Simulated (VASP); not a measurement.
Crystal: TiSi2.

```xyz
3
Lattice="3.7999 0.0000 0.0000 -1.9000 3.2908 0.0000 0.0000 0.0000 3.5933" Properties=species:S:1:pos:R:3 pbc="T T T"
Ti    0.0000    0.0000    0.0000
Si    0.0000    2.1939    1.7967
Si    1.9000    1.0969    1.7967
```

The cell was generated, and may not be a known phase.

* Program: VASP 6.6.1
* Task: relaxation of cell and atoms
* Functional: PBE
* Potentials or basis: VASP PAW PBE potentials, release 64 (Ti_sv, Si)
* Cutoff: 600 eV
* k mesh: 6 × 6 × 6
* Occupations: gaussian, width 0.1 eV
* Spin: no spin polarisation

At the start: pressure 5.6 GPa; volume 14.98 Å³/atom.

**Question.** How do energy, volume and symmetry change on relaxing?

**Answer.** Over 8 steps the energy falls by 89.9 meV/atom and the volume is 14.72 Å³/atom (-1.7 %); space group P6/mmm (No. 191, to 0.1 Å) before and after.

Step by step:
| step | energy change (eV) | largest force (eV/Å) | pressure (GPa) | volume (Å³) |
| --- | --- | --- | --- | --- |
| 1 | 0.0000 | 0.0000 | 5.62 | 44.93 |
| 2 | -0.1649 | 0.0000 | -6.29 | 48.31 |
| 3 | -0.1757 | 0.0000 | -4.44 | 47.59 |
| 4 | -0.2444 | 0.0000 | -1.47 | 45.57 |
| 5 | -0.2623 | 0.0000 | 1.58 | 44.03 |
| 6 | -0.2624 | 0.0000 | 1.94 | 43.85 |
| 7 | -0.2689 | 0.0000 | -0.29 | 44.26 |
| 8 | -0.2697 | 0.0000 | 0.24 | 44.16 |

Final structure:
```
CELL_PARAMETERS angstrom
4.01368 0.00000 0.00000
-2.00684 3.47594 0.00000
0.00000 0.00000 3.16498
ATOMIC_POSITIONS crystal
Ti 0.00000 0.00000 0.00000
Si 0.33333 0.66667 0.50000
Si 0.66667 0.33333 0.50000
```
